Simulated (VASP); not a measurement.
Set up this calculation in VASP 6.6.1, as the native input.

| Item | Value |
| --- | --- |
| Task | single point |
| Functional | PBEsol |
| Potentials or basis | VASP PAW PBE potentials, release 64 (C, Si) |
| Cutoff | 520 eV |
| k mesh | 2 × 2 × 4 |
| Occupations | fermi-dirac, width 0.052 eV |
| Spin | no spin polarisation |
| Dipole correction | no |
| Further INCAR settings | LREAL = Auto; ALGO = Normal; EDIFF = 1e-06; NBANDS = 46 |

The structure of Si3C lies in POSCAR:

```
Si3C
1.0
    6.8636204035      0.0000000000      0.0000000000
    0.0000000000      6.8636204035      0.0000000000
    0.0000000000      0.0000000000      5.0004336163
C Si
4 12
Direct
   -0.0108796809      0.0066514459      0.0251506189
   -0.0042076919      0.4989180343     -0.0004525608
    0.5059334281      0.0111892843     -0.0169833272
    0.4931041930      0.4942320234     -0.0067390156
    0.0077075941      0.2593313580      0.1984971857
    0.2459331811      0.2590469600      0.4864250156
    0.2532557015      0.0097914797      0.8049483923
   -0.0105719716      0.7496326570      0.2022452606
    0.2552770837      0.7630094166      0.4941791432
    0.2547272281      0.5053528307      0.8033827280
    0.5129671796      0.2388985555      0.1861164594
    0.7466843588      0.2493430434      0.5076931712
    0.7435033845     -0.0007943330      0.8018406618
    0.5032677795      0.7419815929      0.1982592063
    0.7489940728      0.7269884852      0.5065618693
    0.7451184214      0.4927176623      0.8094340032
```

These files were run (other wordings do the same):

INCAR

```
ALGO = Normal
EDIFF = 1E-6
ENCUT = 520
GGA = PS
ISIF = 2
ISMEAR = -1
LASPH = True
LCHARG = False
LREAL = Auto
LWAVE = False
NBANDS = 46
NELM = 100
PREC = Accurate
SIGMA = 0.052
```

KPOINTS

```
k-points
0
Gamma
  2 2 4
```

Potentials or basis: VASP PAW PBE potentials, release 64 (C, Si).

Launch:

```sh
$ cat potpaw_PBE.64/C/POTCAR potpaw_PBE.64/Si/POTCAR > POTCAR
$ mpirun -np 1 vasp_std > vasp.out
```

It gave:

| Quantity | Value |
| --- | --- |
| Pressure | -0.3 GPa |
| Largest force | 1.893 eV/Å |
| Band gap on the k mesh | zero (band 32 reaches 7.84 eV, above the bottom of band 33 at 7.73 eV) |

Caveat: the k points lie up to 0.46 Å⁻¹ apart; the PAW data sets were made with another functional, which shifts forces and pressure a little.

Wall time 5.5 min on 1 thread of Intel Xeon 8259CL (shared host), peak memory 0.36 GiB.
